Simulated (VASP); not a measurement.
# WSe2 (P6_3/mmc) in VASP: a series of runs, part 2 of 2

VASP 6.6.1. The steps go on from the part before.

## (5) Single point, PBEsol+D3(BJ) (strain -0.0100 x Voigt [1, 1, 0, 0, 0, 0])

INCAR

```
  ALGO = Normal
  EDIFF = 1E-7
  ENCUT = 520
  GGA = PS
  ISIF = 2
  ISMEAR = 0
  IVDW = 12
  LASPH = T
  LCHARG = T
  LELF = T
  LREAL = F
  LVHAR = T
  LWAVE = F
  NBANDS = 35
  NELM = 80
  PREC = Accurate
  SIGMA = 0.05
```

KPOINTS

```
k-points
0
Gamma
  12 12 4
```

POSCAR

```
WSe2
1.0
    3.1981512241      0.0000000000      0.0000000000
   -1.5990756120      2.7696802052      0.0000000000
    0.0000000000      0.0000000000     12.4145017028
W Se
2 4
Direct
    0.3333333333      0.6666666667      0.2500000000
    0.6666666667      0.3333333333      0.7500000000
    0.3333333333      0.6666666667      0.6145805872
    0.6666666667      0.3333333333      0.1145805872
    0.3333333333      0.6666666667      0.8854194128
    0.6666666667      0.3333333333      0.3854194128
```

Potentials or basis: VASP PAW PBE potentials, release 64 (W_sv, Se).

Started as:

```console
$ cat potpaw_PBE.64/W_sv/POTCAR potpaw_PBE.64/Se/POTCAR > POTCAR
$ mpirun -np 1 vasp_std > vasp.out
```

OUTCAR:

```text
EDIFF = 1E-7
   ENCUT = 520
   GGA = PS
   ISIF = 2
   ISMEAR = 0
   IVDW = 12
   LASPH = T
   LREAL = F
   NELM = 80
   PREC = Accurate
 IVDW          = 12

 ion  position               nearest neighbor table
   1  0.333  0.667  0.250-   4 2.50   6 2.50   4 2.50   6 2.50   4 2.50   6 2.50
   2  0.667  0.333  0.750-   3 2.50   5 2.50   3 2.50   5 2.50   3 2.50   5 2.50
   3  0.333  0.667  0.615-   2 2.50   2 2.50   2 2.50
   4  0.667  0.333  0.115-   1 2.50   1 2.50   1 2.50
[... 1128 lines left out ...]
  -------------------------------------------------------------------------------------
  Total       2.78501     2.78501     2.06730     0.00000    -0.00000     0.00000
  in kB      40.57701    40.57701    30.12005     0.00000    -0.00000     0.00000
  external pressure =       37.09 kB  Pullay stress =        0.00 kB

 VOLUME and BASIS-vectors are now :
 -----------------------------------------------------------------------------
  energy-cutoff  :      520.00
  volume of cell :      109.97
      direct lattice vectors                 reciprocal lattice vectors
     3.198151224  0.000000000  0.000000000     0.312680649  0.180526257  0.000000000
    -1.599075612  2.769680205  0.000000000     0.000000000  0.361052514  0.000000000
     0.000000000  0.000000000 12.414501703     0.000000000  0.000000000  0.080550958

 POSITION                                       TOTAL-FORCE (eV/Angst)
 -----------------------------------------------------------------------------------
     -0.00000      1.84645      3.10363        -0.000000      0.000000      0.000000
      1.59908      0.92323      9.31088         0.000000     -0.000000      0.000000
     -0.00000      1.84645      7.62971         0.000000      0.000000     -0.300218
      1.59908      0.92323      1.42246         0.000000     -0.000000     -0.300218
     -0.00000      1.84645     10.99204        -0.000000      0.000000      0.300218
      1.59908      0.92323      4.78479        -0.000000     -0.000000      0.300218
 -----------------------------------------------------------------------------------
    total drift:                               -0.000000      0.000000     -0.000000

  FREE ENERGIE OF THE ION-ELECTRON SYSTEM (eV)
  ---------------------------------------------------
  free  energy   TOTEN  =       -49.2607477619 eV

  energy  without entropy=      -49.2607477619  energy(sigma->0) =      -49.26074776
```

OSZICAR:

```text
N       E                     dE             d eps       ncg     rms          rms(c)
DAV:   1     0.506769276350E+03    0.50677E+03   -0.28070E+04  4350   0.147E+03
DAV:   2    -0.161251820541E+02   -0.52289E+03   -0.50502E+03  4612   0.402E+02
DAV:   3    -0.474746773260E+02   -0.31349E+02   -0.30785E+02  4907   0.923E+01
DAV:   4    -0.481156303470E+02   -0.64095E+00   -0.63771E+00  4736   0.135E+01
DAV:   5    -0.481228443216E+02   -0.72140E-02   -0.72064E-02  4754   0.156E+00    0.339E+01
DAV:   6    -0.467132529864E+02    0.14096E+01   -0.44932E+00  4526   0.142E+01    0.127E+01
DAV:   7    -0.465032943409E+02    0.20996E+00   -0.23611E+00  4243   0.710E+00    0.560E+00
DAV:   8    -0.463425073224E+02    0.16079E+00   -0.37654E-01  4347   0.415E+00    0.134E+00
DAV:   9    -0.463436233349E+02   -0.11160E-02   -0.53342E-02  4692   0.109E+00    0.930E-01
DAV:  10    -0.463415790958E+02    0.20442E-02   -0.12903E-02  4408   0.773E-01    0.152E-01
DAV:  11    -0.463415507984E+02    0.28297E-04   -0.14060E-03  4364   0.242E-01    0.168E-01
DAV:  12    -0.463415177742E+02    0.33024E-04   -0.46891E-05  4687   0.446E-02    0.107E-01
DAV:  13    -0.463415075467E+02    0.10227E-04   -0.76773E-05  4441   0.552E-02    0.150E-02
DAV:  14    -0.463415070873E+02    0.45945E-06   -0.42235E-06  4492   0.128E-02    0.731E-03
DAV:  15    -0.463415070236E+02    0.63625E-07   -0.19591E-07  3583   0.255E-03
   1 F= -.49260748E+02 E0= -.49260748E+02  d E =-.157651E-16
```

It took 80 s on 1 thread of Intel Xeon 6975P-C (Granite Rapids), shared host; peak memory 0.35 GiB.

What came out:

| Quantity | Value |
| --- | --- |
| Free energy | -49.2607 eV |
| Pressure | 3.7 GPa |
| Largest force | 0.300 eV/Å |
| Band gap on the k mesh | 0.70 eV, indirect (least direct gap 1.61 eV) |
| Dispersion energy per atom | -0.487 eV |

Forces on the atoms (eV/Å):
```
W    0.000  0.000  0.000
W    0.000  0.000  0.000
Se   0.000  0.000 -0.300
Se   0.000  0.000 -0.300
Se   0.000  0.000  0.300
Se   0.000  0.000  0.300
```

Stress tensor (GPa, compression positive):
```
4.06 0.00 0.00
0.00 4.06 0.00
0.00 0.00 3.01
```

Levels at points of the mesh, in eV from the valence-band top:
| k point | band 23 | band 24 | band 25 | band 26 | band 27 | band 28 | band 29 | band 30 |
| --- | --- | --- | --- | --- | --- | --- | --- | --- |
| (0.00, 0.00, 0.00) | -1.41 | -1.41 | -0.83 | 0.00 | 2.80 | 2.80 | 2.82 | 2.82 |
| (0.50, 0.00, 0.00) | -1.69 | -1.47 | -1.37 | -0.91 | 2.24 | 2.39 | 2.45 | 2.92 |
| (0.00, 0.00, 0.50) | -1.45 | -1.45 | -0.21 | -0.21 | 2.79 | 2.79 | 2.79 | 2.79 |
| (0.50, 0.00, 0.50) | -1.54 | -1.54 | -1.14 | -1.14 | 2.41 | 2.41 | 2.63 | 2.63 |

Caveat: the cell differs from its parent crystal (strain -0.0100 x Voigt [1, 1, 0, 0, 0, 0]); the PAW data sets were made with another functional, which shifts forces and pressure a little; spin-orbit coupling is left out, which moves the levels of the heavy elements.

## (6) Overview

```csv
cell,gap on the mesh (eV),pressure (GPa),largest force (eV/Å)
"a = 3.101, b = 3.101, c = 12.415 Å, angles 90.0, 90.0, 120.0°, 6 atoms",0.75,15.5,1.10
"a = 3.134, b = 3.134, c = 12.415 Å, angles 90.0, 90.0, 120.0°, 6 atoms",0.73,11.2,0.82
"a = 3.166, b = 3.166, c = 12.415 Å, angles 90.0, 90.0, 120.0°, 6 atoms",0.71,7.3,0.55
"a = 3.198, b = 3.198, c = 12.415 Å, angles 90.0, 90.0, 120.0°, 6 atoms",0.70,3.7,0.30
```

Alike in all rows: task single point; level PBEsol+D3(BJ); potentials or basis VASP PAW PBE potentials, release 64 (W_sv, Se); no spin polarisation; k mesh 12 × 12 × 4; cutoff (eV) 520; smearing gaussian 0.05 eV.

Caveats: the PAW data sets were made with another functional, which shifts forces and pressure a little; spin-orbit coupling is left out, which moves the levels of the heavy elements.

Total energies depend on the potentials used, so only differences within one code and one set of settings carry meaning.
